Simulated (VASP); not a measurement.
Runs of VASP 6.6.1 on Ti3Si. The structure is that of space group P6_3/mmc (No. 194), or close to it. The cells are those of the table. 

```csv
task,cell,k mesh,cutoff (eV),smearing,gap on the mesh (eV),pressure (GPa),largest force (eV/Å)
relaxation of cell and atoms,"relaxed from a = 5.631, b = 5.631, c = 4.505 Å, angles 90.0, 90.0, 120.0°, 8 atoms",6 × 6 × 8,600,gaussian 0.1 eV,none,0.0,-
single point,"a = 5.477, b = 5.477, c = 4.426 Å, angles 90.0, 90.0, 120.0°, 8 atoms",6 × 6 × 8,520,fermi-dirac 0.15 eV,none,3.2,0.01
single point,"a = 5.554, b = 5.554, c = 4.479 Å, angles 90.0, 90.0, 120.0°, 8 atoms",6 × 6 × 8,520,fermi-dirac 0.15 eV,none,-2.8,0.01
single point,"a = 5.265, b = 5.265, c = 4.285 Å, angles 90.0, 90.0, 120.0°, 8 atoms",12 × 12 × 8,520,fermi-dirac 0.15 eV,none,(a),0.02
single point,"a = 5.520, b = 5.520, c = 4.438 Å, angles 90.0, 90.0, 120.0°, 8 atoms",6 × 6 × 8,520,gaussian 0.1 eV,none,0.0,0.01
single point,"a = 5.516, b = 5.516, c = 4.452 Å, angles 90.0, 90.0, 120.0°, 8 atoms",6 × 6 × 8,520,fermi-dirac 0.15 eV,none,-0.2,0.01
```

Alike in all rows: level LDA; potentials or basis VASP PAW LDA potentials, release 64 (Ti_sv, Si); no spin polarisation.

Fill in the values left out.

(a) 25.0.

Caveats: the cell stands under pressure (at least some runs).

A gap of «none» marks levels without a gap at the run's occupations.
